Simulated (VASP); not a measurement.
# MnHg (Pm-3m) in VASP: a series of runs

The runs below take MnHg through single point, with PBE.

All numbers are computed with VASP 6.6.1; they aren't measurements. Logs are shortened: lines on timing, memory, paths and dates and some standing lists are left out, and cuts for length are marked.

### Step 1. The cell of the first run

The structure is cubic, space group Pm-3m (No. 221). Conventional cell: a = 3.248 Å, b = 3.248 Å, c = 3.248 Å, α = 90.00°, β = 90.00°, γ = 90.00°. Mn (site symmetry m-3m) has 8 Hg at 2.81 Å and 6 Mn at 3.25 Å within 3.7 Å. Within 3.7 Å of Hg (site symmetry m-3m) lie 8 Mn at 2.81 Å and 6 Hg at 3.25 Å.

### Step 2. Single point, PBE, collinear spin, ferromagnetic start (17.13 Å³/atom)

File INCAR:

```
ALGO = Normal
EDIFF = 1E-6
ENCUT = 520
GGA = PE
ISIF = 2
ISMEAR = -1
ISPIN = 2
LASPH = True
LCHARG = False
LMAXMIX = 4
LORBIT = 11
LREAL = False
LWAVE = False
MAGMOM = 4 0
NBANDS = 24
NELM = 150
PREC = Accurate
SIGMA = 0.08
```

File KPOINTS:

```
k-points
0
Gamma
  10 10 10
```

File POSCAR:

```
MnHg
1.0
    3.2479036157      0.0000000000      0.0000000000
    0.0000000000      3.2479036157      0.0000000000
    0.0000000000      0.0000000000      3.2479036157
Mn Hg
1 1
Direct
    0.5000000000      0.5000000000      0.5000000000
    0.0000000000      0.0000000000      0.0000000000
```

Potentials or basis: VASP PAW PBE potentials, release 64 (Mn_pv, Hg).

Run with:

```console
$ cat potpaw_PBE.64/Mn_pv/POTCAR potpaw_PBE.64/Hg/POTCAR > POTCAR
$ mpirun -np 1 vasp_std > vasp.out
```

OUTCAR:

```text
EDIFF = 1E-6
   ENCUT = 520
   GGA = PE
   ISIF = 2
   ISMEAR = -1
   ISPIN = 2
   LASPH = True
   LORBIT = 11
   LREAL = False
   NELM = 150
   PREC = Accurate

 ion  position               nearest neighbor table
   1  0.500  0.500  0.500-   2 2.81   2 2.81   2 2.81   2 2.81   2 2.81   2 2.81   2 2.81   2 2.81

   2  0.000  0.000  0.000-   1 2.81   1 2.81   1 2.81   1 2.81   1 2.81   1 2.81   1 2.81   1 2.81

  LATTYP: Found a simple cubic cell.
 ALAT       =     3.2479036157

  Lattice vectors:

 A1 = (   3.2479036157,   0.0000000000,   0.0000000000)
 A2 = (   0.0000000000,   3.2479036157,   0.0000000000)
 A3 = (   0.0000000000,   0.0000000000,   3.2479036157)

Analysis of symmetry for initial positions (statically):
=====================================================================
 Subroutine PRICEL returns:
 Original cell was already a primitive cell.

 Routine SETGRP: Setting up the symmetry group for a
 simple cubic supercell.

 Subroutine GETGRP returns: Found 48 space group operations
 (whereof 48 operations were pure point group operations)
 out of a pool of 48 trial point group operations.

The static configuration has the point symmetry O_h .

Analysis of symmetry for dynamics (positions and initial velocities):
=====================================================================
 Subroutine PRICEL returns:
 Original cell was already a primitive cell.

 Routine SETGRP: Setting up the symmetry group for a
 simple cubic supercell.

 Subroutine GETGRP returns: Found 48 space group operations
 (whereof 48 operations were pure point group operations)
 out of a pool of 48 trial point group operations.

The dynamic configuration has the point symmetry O_h .

Analysis of structural, dynamic, and magnetic symmetry:
=====================================================================
 Subroutine PRICEL returns:
 Original cell was already a primitive cell.

 Routine SETGRP: Setting up the symmetry group for a
 simple cubic supercell.

 Subroutine GETGRP returns: Found 48 space group operations
 (whereof 48 operations were pure point group operations)
 out of a pool of 48 trial point group operations.

The overall configuration has the point symmetry O_h .

 Subroutine INISYM returns: Found 48 space group operations
 (whereof 48 operations are pure point group operations),
 and found     1 'primitive' translations

----------------------------------------------------------------------------------------

                                     Primitive cell
[... 107 lines left out ...]
   EFERMI_NEDOS =   21; number of points for ismear=-14 and -15
   IALGO  =     38    algorithm
   IMIX   =      4    mixing-type and parameters
     AMIX     =   0.40;   BMIX     =  1.00
     AMIX_MAG =   1.60;   BMIX_MAG =  1.00
  volume/ion in A,a.u.               =      17.13       115.60
  Fermi-wavevector in a.u.,A,eV,Ry     =   1.473845  2.785162 29.554820  2.172218
  Thomas-Fermi vector in A             =   2.588688
   LORBIT       =     11    0 simple, 1 ext, 2 COOP (PROOUT), +10 PAW based schemes
   GGA     = PE    functional components
   LHFCALC =     F    Hartree Fock is set to
   AEXX    =    0.0000 exact exchange contribution
   IVDW    =     0    specifies the selected vdW correction
   LEPSILON=     F    determine dielectric tensor
   LRPA    =     F    only Hartree local field effects (RPA)
 spin polarized calculation
  energy-cutoff  :      520.00
  volume of cell :       34.26
 maximum number of plane-waves:       942
   NGX = 13   NGY = 13   NGZ = 13

 number of electron      25.0000026 magnetization       3.7737469

 Free energy of the ion-electron system (eV)
  ---------------------------------------------------
  ext. energy  EPLUGINS =         0.00000000
  ---------------------------------------------------
  free energy    TOTEN  =        -8.46121401 eV

  energy without entropy =       -8.42391939  energy(sigma->0) =       -8.44256670

 E-fermi :   6.0705     XC(G=0): -12.0203

 val. band max:        6.0641668570   @ k =   0.4000   0.2000   0.2000
 cond. band min:       6.0744899534   @ k =   0.3000   0.0000   0.0000
 fundamental gap:      0.0103230964
 Fermi energy:         6.0705109901

 spin component 1

 k-point     1 :       0.0000    0.0000    0.0000
  band No.  band energies     occupation
      1     -43.9171      1.00000
      2     -43.9171      1.00000
      3     -43.9171      1.00000
      4      -3.9787      1.00000
      5      -2.4683      1.00000
      6      -2.4683      1.00000
[... 637 lines left out ...]
     23      23.3163      0.00000
     24      24.3080      0.00000

 [... further k-points ...]

 spin component 2

 k-point     1 :       0.0000    0.0000    0.0000
  band No.  band energies     occupation
      1     -40.0097      1.00000
      2     -40.0097      1.00000
      3     -40.0097      1.00000
      4      -3.7651      1.00000
      5      -2.4463      1.00000
      6      -2.4463      1.00000
[... 637 lines left out ...]
     23      23.6416      0.00000
     24      24.9675      0.00000

 [... further k-points ...]
[... 5 lines left out ...]
  --------------------------------------------------------------------------------------
  -------------------------------------------------------------------------------------
  Total        1.3887565      1.3887565      1.3887565      0.0000000     -0.0000000      0.0000000
  in kB       64.9422440     64.9422440     64.9422440      0.0000000     -0.0000000      0.0000000
  external PRESSURE =      64.9422440 kB  Pullay stress =       0.0000000 kB

 VOLUME and BASIS-vectors are now :
 -----------------------------------------------------------------------------
  energy-cutoff  :      520.00
  volume of cell :       34.26
      direct lattice vectors                 reciprocal lattice vectors
     3.247903616  0.000000000  0.000000000     0.307890910  0.000000000  0.000000000
     0.000000000  3.247903616  0.000000000     0.000000000  0.307890910  0.000000000
     0.000000000  0.000000000  3.247903616     0.000000000  0.000000000  0.307890910

 POSITION                                       TOTAL-FORCE (eV/Angst)
 -----------------------------------------------------------------------------------
      1.62395      1.62395      1.62395         0.000000      0.000000      0.000000
      0.00000      0.00000      0.00000         0.000000      0.000000      0.000000
 -----------------------------------------------------------------------------------
    total drift:                                0.000000      0.000000     -0.000000

  FREE ENERGIE OF THE ION-ELECTRON SYSTEM (eV)
  ---------------------------------------------------
  free  energy   TOTEN  =        -8.4612140094 eV

  energy  without entropy=       -8.4239193939  energy(sigma->0) =       -8.44256670

 total charge

# of ion       s       p       d       tot
------------------------------------------
    1        0.257   6.194   5.014  11.464
    2        0.820   0.565   9.260  10.645
--------------------------------------------------
tot          1.077   6.759  14.273  22.109

 magnetization (x)

# of ion       s       p       d       tot
------------------------------------------
    1        0.025   0.016   3.658   3.699
    2       -0.049  -0.058   0.052  -0.055
--------------------------------------------------
tot         -0.024  -0.042   3.710   3.643
```

OSZICAR:

```text
N       E                     dE             d eps       ncg     rms          rms(c)
DAV:   1     0.236001521869E+03    0.23600E+03   -0.13751E+04  5400   0.118E+03
DAV:   2    -0.126243840046E+01   -0.23726E+03   -0.22551E+03  5616   0.347E+02
DAV:   3    -0.887379380951E+01   -0.76114E+01   -0.75828E+01  6288   0.699E+01
DAV:   4    -0.892645277087E+01   -0.52659E-01   -0.52654E-01  6112   0.547E+00
DAV:   5    -0.892718121418E+01   -0.72844E-03   -0.72843E-03  6448   0.591E-01    0.109E+01
DAV:   6    -0.861639873039E+01    0.31078E+00   -0.58980E+00  6032   0.185E+01    0.723E+00
DAV:   7    -0.848151521476E+01    0.13488E+00   -0.17850E+00  6128   0.116E+01    0.533E+00
DAV:   8    -0.846348226570E+01    0.18033E-01   -0.64762E-02  5800   0.188E+00    0.271E+00
DAV:   9    -0.846125307026E+01    0.22292E-02   -0.17504E-02  6248   0.923E-01    0.930E-01
DAV:  10    -0.846116361008E+01    0.89460E-04   -0.20515E-03  5840   0.430E-01    0.755E-02
DAV:  11    -0.846120221605E+01   -0.38606E-04   -0.90113E-05  6280   0.884E-02    0.271E-02
DAV:  12    -0.846121079622E+01   -0.85802E-05   -0.10686E-05  6184   0.269E-02    0.153E-02
DAV:  13    -0.846121420026E+01   -0.34040E-05   -0.34826E-06  6008   0.133E-02    0.871E-03
DAV:  14    -0.846121400937E+01    0.19089E-06   -0.35580E-07  3304   0.479E-03
   1 F= -.84612140E+01 E0= -.84425667E+01  d E =-.372946E-01  mag=     3.7740
```

stdout:

```text
POSCAR found type information on POSCAR MnHg
 POSCAR found :  2 types and       2 ions
 scaLAPACK will be used
 LDA part: xc-table for (Slater+PW92), standard interpolation
 POSCAR, INCAR and KPOINTS ok, starting setup
 FFT: planning ... GRIDC
 FFT: planning ... GRID_SOFT
 FFT: planning ... GRID
 WAVECAR not read
 entering main loop
```

Run time: 21 s. Hardware: 1 thread of Intel Xeon 6975P-C (Granite Rapids), shared host; peak memory 0.2 GiB.

Results:

```yaml
Free_energy: -8.4612 eV
Pressure: 6.5 GPa
Net_moment: 3.77 μB per cell
Site_moments: Mn +3.70; Hg -0.06 μB
Valence_electrons_inside_the_program's_atomic_spheres: Mn 11.46; Hg 10.64
```

Caveat: the cell stands under pressure; spin-orbit coupling is left out, which moves the levels of the heavy elements.

### Step 3. Single point, PBE, collinear spin, ferromagnetic start (17.67 Å³/atom)

This run uses another cell than the first one, of 17.67 Å³/atom.

File INCAR:

```
SYSTEM = MnHg
PREC = Accurate ; ENCUT = 520
EDIFF = 1E-7 ; ISMEAR = -1
SIGMA = 0.08 ; LREAL = .FALSE.
LASPH = .TRUE. ; NELM = 150
ALGO = Normal ; ISIF = 2
LWAVE = .FALSE. ; LCHARG = .FALSE.
ISPIN = 2 ; MAGMOM = 4 0
LORBIT = 11 ; LMAXMIX = 4
GGA = PE ; NBANDS = 24
```

File KPOINTS:

```
Automatic mesh
0
G
  10 10 10
  0 0 0
```

File POSCAR:

```
MnHg
1.0
    3.2815128620      0.0000000000      0.0000000000
    0.0000000000      3.2815128620      0.0000000000
    0.0000000000      0.0000000000      3.2815128620
Mn Hg
1 1
Direct
    0.5000000000      0.5000000000      0.5000000000
    0.0000000000      0.0000000000      0.0000000000
```

Potentials or basis: VASP PAW PBE potentials, release 64 (Mn_pv, Hg).

Run with:

```console
$ cat potpaw_PBE.64/Mn_pv/POTCAR potpaw_PBE.64/Hg/POTCAR > POTCAR
$ mpirun -np 1 vasp_std > vasp.out
```

It took 22 s on 1 thread of Intel Xeon 6975P-C (Granite Rapids), shared host; peak memory 0.2 GiB.

The run converged. Its results:

```yaml
Free_energy: -8.4943 eV
Pressure: 3.3 GPa
Net_moment: 3.83 μB per cell
Site_moments: Mn +3.75; Hg -0.06 μB
Valence_electrons_inside_the_program's_atomic_spheres: Mn 11.43; Hg 10.61
```

Levels at points of the mesh, in eV from the Fermi level:
Spin up:
```tsv
k point	band 10	band 11	band 12	band 13	band 14	band 15	band 16	band 17	band 18	band 19
(0.00, 0.00, 0.00)	-2.87	-2.87	-1.97	-1.97	-1.97	5.00	5.00	5.00	9.02	11.44
(0.50, 0.00, 0.00)	-5.02	-3.27	-2.72	-2.72	-2.20	-1.46	10.32	10.32	10.91	11.49
(0.50, 0.50, 0.00)	-2.63	-1.99	-1.99	-1.91	-1.72	-1.72	0.82	3.12	11.96	11.96
(0.50, 0.50, 0.50)	-3.75	-3.75	-1.89	-1.89	0.60	4.27	4.27	4.27	4.73	5.01
```
Spin down:
| k point | band 9 | band 10 | band 11 | band 12 | band 13 | band 14 |
| --- | --- | --- | --- | --- | --- | --- |
| (0.00, 0.00, 0.00) | -7.13 | 0.30 | 0.30 | 1.52 | 1.52 | 1.52 |
| (0.50, 0.00, 0.00) | -5.01 | -4.57 | -0.10 | 0.41 | 0.41 | 1.32 |
| (0.50, 0.50, 0.00) | -3.52 | -1.48 | -1.48 | 0.49 | 1.35 | 1.35 |
| (0.50, 0.50, 0.50) | -1.66 | -1.66 | -1.66 | 0.47 | 1.94 | 1.94 |

Caveat: the cell stands under pressure; spin-orbit coupling is left out, which moves the levels of the heavy elements.

### Step 4. Single point, PBE, collinear spin, ferromagnetic start (18.76 Å³/atom)

This run uses another cell than the first one, of 18.76 Å³/atom.

File INCAR:

```
SYSTEM = MnHg
PREC = Accurate
ENCUT = 520
EDIFF = 1E-6
ISMEAR = -1
SIGMA = 0.08
LREAL = .False.
LASPH = .True.
NELM = 150
ALGO = Normal
ISIF = 2
LWAVE = .False.
LCHARG = .False.
ISPIN = 2
MAGMOM = 4 0
LORBIT = 11
LMAXMIX = 4
GGA = PE
NBANDS = 24
```

File KPOINTS:

```
Automatic mesh
0
Gamma
  10 10 10
  0 0 0
```

File POSCAR:

```
MnHg
1.0
    3.3478239169      0.0000000000      0.0000000000
    0.0000000000      3.3478239169      0.0000000000
    0.0000000000      0.0000000000      3.3478239169
Mn Hg
1 1
Direct
    0.5000000000      0.5000000000      0.5000000000
    0.0000000000      0.0000000000      0.0000000000
```

Run with:

```console
$ cat potpaw_PBE.64/Mn_pv/POTCAR potpaw_PBE.64/Hg/POTCAR > POTCAR
$ mpirun -np 1 vasp_std > vasp.out
```

Wall time 37 s (1 thread of Intel Xeon 6975P-C (Granite Rapids), shared host); peak memory 0.22 GiB.

It converged, with:

```yaml
Free_energy: -8.5068 eV
Pressure: -1.4 GPa
Net_moment: 3.96 μB per cell
Site_moments: Mn +3.87; Hg -0.05 μB
Valence_electrons_inside_the_program's_atomic_spheres: Mn 11.38; Hg 10.56
```

Levels at points of the mesh, in eV from the Fermi level:
Spin up:
```tsv
k point	band 12	band 13	band 14	band 15	band 16	band 17
(0.00, 0.00, 0.00)	-2.15	-2.15	-2.15	4.77	4.77	4.77
(0.50, 0.00, 0.00)	-2.80	-2.80	-2.34	-1.67	9.79	9.79
(0.50, 0.50, 0.00)	-2.17	-2.11	-1.62	-1.62	0.44	2.65
(0.50, 0.50, 0.50)	-2.09	-2.09	0.29	3.99	3.99	3.99
```
Spin down:
```
           k point  band 7  band 8  band 9  band 10  band 11  band 12  band 13  band 14
(0.00, 0.00, 0.00)   -7.02   -7.02   -7.02     0.33     0.33     1.44     1.44     1.44
(0.50, 0.00, 0.00)   -7.36   -6.93   -4.99    -4.34     0.02     0.44     0.44     1.27
(0.50, 0.50, 0.00)   -7.42   -6.50   -3.50    -1.37    -1.37     0.47     1.27     1.27
(0.50, 0.50, 0.50)   -6.48   -6.48   -1.49    -1.49    -1.49     0.16     1.87     1.87
```

Caveat: spin-orbit coupling is left out, which moves the levels of the heavy elements.

### Step 5. Single point, PBE, collinear spin, ferromagnetic start (19.31 Å³/atom)

This run uses another cell than the first one, of 19.31 Å³/atom.

File INCAR:

```
SYSTEM = MnHg
ALGO     = Normal         ! electronic algorithm
EDIFF    = 1E-6           ! SCF threshold, eV
ENCUT    = 520            ! plane-wave cutoff, eV
GGA      = PE             ! functional
ISIF     = 2              ! what is computed and relaxed
ISMEAR   = -1             ! smearing method
ISPIN    = 2              ! spin polarisation
LASPH    = .TRUE.         ! aspherical terms in the spheres
LCHARG   = .TRUE.         ! write CHGCAR
LELF     = .TRUE.         ! ELF
LMAXMIX  = 4              ! l up to which the mixer works
LORBIT   = 11             ! projections on sites
LREAL    = .FALSE.        ! projectors in reciprocal space
LVHAR    = .TRUE.       
LWAVE    = .FALSE.        ! write WAVECAR
MAGMOM   = 4 0            ! initial moments
NBANDS   = 24             ! bands
NELM     = 150            ! most SCF steps
PREC     = Accurate       ! precision mode
SIGMA    = 0.08           ! smearing width, eV
```

File KPOINTS:

```
k-points
0
G
  10 10 10
  0 0 0
```

File POSCAR:

```
MnHg
1.0
    3.3800165063      0.0000000000      0.0000000000
    0.0000000000      3.3800165063      0.0000000000
    0.0000000000      0.0000000000      3.3800165063
Mn Hg
1 1
Direct
    0.5000000000      0.5000000000      0.5000000000
    0.0000000000      0.0000000000      0.0000000000
```

Run with:

```console
$ cat potpaw_PBE.64/Mn_pv/POTCAR potpaw_PBE.64/Hg/POTCAR > POTCAR
$ mpirun -np 1 vasp_std > vasp.out
```

Run time: 39 s. Hardware: 1 thread of Intel Xeon 6975P-C (Granite Rapids), shared host; peak memory 0.22 GiB.

The run converged. Its results:

```yaml
Free_energy: -8.4920 eV
Pressure: -3.1 GPa
Net_moment: 4.02 μB per cell
Site_moments: Mn +3.91; Hg -0.05 μB
Valence_electrons_inside_the_program's_atomic_spheres: Mn 11.35; Hg 10.54
```

Levels at points of the mesh, in eV from the Fermi level:
Spin up:
```tsv
k point	band 10	band 11	band 12	band 13	band 14	band 15	band 16	band 17	band 18	band 19
(0.00, 0.00, 0.00)	-3.02	-3.02	-2.22	-2.22	-2.22	4.67	4.67	4.67	7.76	10.63
(0.50, 0.00, 0.00)	-4.99	-3.31	-2.83	-2.83	-2.40	-1.76	9.55	9.55	9.93	10.55
(0.50, 0.50, 0.00)	-2.81	-2.25	-2.25	-2.19	-1.56	-1.56	0.28	2.45	11.42	11.43
(0.50, 0.50, 0.50)	-3.67	-3.67	-2.17	-2.17	0.16	3.87	3.87	3.87	4.05	4.50
```
Spin down:
```tsv
k point	band 8	band 9	band 10	band 11	band 12	band 13
(0.00, 0.00, 0.00)	-6.97	-6.97	0.35	0.35	1.41	1.41
(0.50, 0.00, 0.00)	-6.88	-4.98	-4.23	0.07	0.46	0.46
(0.50, 0.50, 0.00)	-6.48	-3.48	-1.31	-1.31	0.47	1.24
(0.50, 0.50, 0.50)	-6.45	-1.41	-1.41	-1.41	0.03	1.84
```

Caveat: the cell stands under tension; spin-orbit coupling is left out, which moves the levels of the heavy elements.

### Step 6. Overview

| cell | gap on the mesh (eV) | pressure (GPa) | moment (μB) |
| --- | --- | --- | --- |
| a = 3.248 Å, 2 atoms | none | 6.5 | 3.77 |
| a = 3.282 Å, 2 atoms | none | 3.3 | 3.83 |
| a = 3.348 Å, 2 atoms | none | -1.4 | 3.96 |
| a = 3.380 Å, 2 atoms | none | -3.1 | 4.02 |

Alike in all rows: task single point; level PBE; potentials or basis VASP PAW PBE potentials, release 64 (Mn_pv, Hg); spin collinear, ferromagnetic start; k mesh 10 × 10 × 10; cutoff (eV) 520; smearing fermi-dirac 0.08 eV.

Caveats: spin-orbit coupling is left out, which moves the levels of the heavy elements; the cell stands under pressure (at least some runs); the cell stands under tension (at least some runs).

Total energies depend on the potentials used, so only differences within one code and one set of settings carry meaning.
